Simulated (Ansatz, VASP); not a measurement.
# CS2: VASP beside Ansatz

```
CELL_PARAMETERS angstrom
9.28318 0.00000 0.00000
0.00000 9.28318 0.00000
0.00000 0.00000 9.28318
ATOMIC_POSITIONS crystal
S 0.44097 0.89358 0.27033
S 0.62848 0.13821 0.13712
S 0.01297 0.11664 0.48998
S 0.70992 0.98893 0.55714
S 0.10815 0.41181 0.70620
S 0.94305 0.69654 0.63861
S 0.33992 0.76521 0.60475
S 0.59416 0.57059 0.70585
S 0.95515 0.78416 0.26903
S 0.86400 0.58660 0.01340
S 0.55652 0.52033 0.26353
S 0.40967 0.28964 0.45830
S 0.95096 0.01907 0.90904
S 0.27479 0.06092 0.83123
S 0.28843 0.66141 0.99522
S 0.21106 0.35245 0.10053
C 0.53405 0.01592 0.20264
C 0.86111 0.05381 0.52380
C 0.02781 0.55481 0.67181
C 0.46657 0.66702 0.65526
C 0.90856 0.68514 0.14183
C 0.48307 0.40500 0.36080
C 0.11255 0.03999 0.86989
C 0.25007 0.50710 0.04860
```

Alike in both runs: functional PBEsol; k mesh 1 × 1 × 1; occupations fermi-dirac, width 0.05 eV; no spin polarisation.

Ansatz relaxed the structure, and its values are those at the end. VASP's run is a single point on that final structure, the one shown.

```csv
,VASP,Ansatz
version,VASP 6.6.1,Ansatz 0.2.0
potentials or method,"VASP PAW PBE potentials, release 64 (S, C_h), cutoff 1000 eV","scalar-relativistic, plane waves, PAW"
valence electrons in the cell,128,128
```

|  | VASP | Ansatz | Ansatz less VASP |
| --- | --- | --- | --- |
| gap on the k mesh at the Fermi level (eV) | 3.09 | 3.07 | -0.017 |
| rms of the force components (eV/Å) | 0.117 | 0.014 | -0.1022 |

VASP's potentials were made for PBE, not for PBEsol. Ansatz's warnings: xc potential rough in thin density.
